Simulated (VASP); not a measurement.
# SnO2: single point with r2SCAN

The system is SnO2.

```
Sn O
1.0
     4.75982    0.00000    0.00000
     0.00000    4.76006    0.00000
     0.00000    0.00000    3.20071
Sn O
2 4
Direct
  0.50000 0.50000 0.50000
  0.00000 0.00000 0.00000
  0.31700 0.29482 0.00000
  0.81700 0.20518 0.50000
  0.18300 0.79482 0.50000
  0.68300 0.70518 0.00000
```

This cell differs from its parent crystal: atoms displaced along a vibrational mode.

* Program: VASP 6.6.1
* Task: single point
* Functional: r2SCAN
* Potentials or basis: VASP PAW PBE potentials, release 64 (Sn_d, O)
* Cutoff: 520 eV
* k mesh: 6 × 6 × 8
* Occupations: gaussian, width 0.05 eV
* Spin: no spin polarisation
* Dipole correction: no
* Further INCAR settings: ALGO = Normal; EDIFF = 1e-07; NBANDS = 35

- Pressure: 0.8 GPa
- Largest force: 0.063 eV/Å
- Band gap on the k mesh: 1.82 eV

Forces in eV/Å, atoms in the order of the input:
```
Sn   0.000  0.000  0.000
Sn   0.000  0.000  0.000
O   -0.052  0.035  0.000
O   -0.052 -0.035  0.000
O    0.052  0.035  0.000
O    0.052 -0.035  0.000
```

Stress tensor (GPa, compression positive):
```
1.14 0.00 0.00
0.00 0.15 0.00
0.00 0.00 1.13
```

Levels at points of the mesh, in eV from the valence-band top:
```
           k point  band 22  band 23  band 24  band 25  band 26  band 27  band 28  band 29  band 30  band 31
(0.00, 0.00, 0.00)    -1.22    -1.15    -0.76    -0.71     0.00     1.82     6.82     7.06     7.12    11.19
(0.50, 0.00, 0.00)    -2.01    -1.14    -1.14    -0.65    -0.65     5.08     5.08     8.03     8.03    11.82
(0.00, 0.50, 0.00)    -1.86    -1.13    -1.13    -0.52    -0.52     4.95     4.95     7.64     7.64    11.95
(0.50, 0.50, 0.00)    -1.94    -1.26    -1.26    -0.88    -0.88     5.47     5.47     8.23     8.23    11.93
(0.00, 0.00, 0.50)    -2.57    -1.64    -1.64    -1.21    -1.21     6.87     6.87    10.54    10.54    11.53
(0.50, 0.00, 0.50)    -1.58    -1.14    -1.14    -0.61    -0.61     7.11     7.11     8.78     8.78    12.18
(0.00, 0.50, 0.50)    -1.80    -1.02    -1.02    -0.71    -0.71     7.18     7.18     8.94     8.94    11.73
(0.50, 0.50, 0.50)    -2.32    -0.93    -0.93    -0.80    -0.80     5.54     5.54     9.68     9.68    11.94
```

Run time: 12 min on 1 thread of AMD EPYC 7R43 64-Core Processor (Zen 3), on a shared host, peak memory 0.26 GiB.

Caveat: the cell differs from its parent crystal (atoms displaced along a vibrational mode); the PAW data sets were made with another functional, which shifts forces and pressure a little; spin-orbit coupling is left out, which moves the levels of the heavy elements.
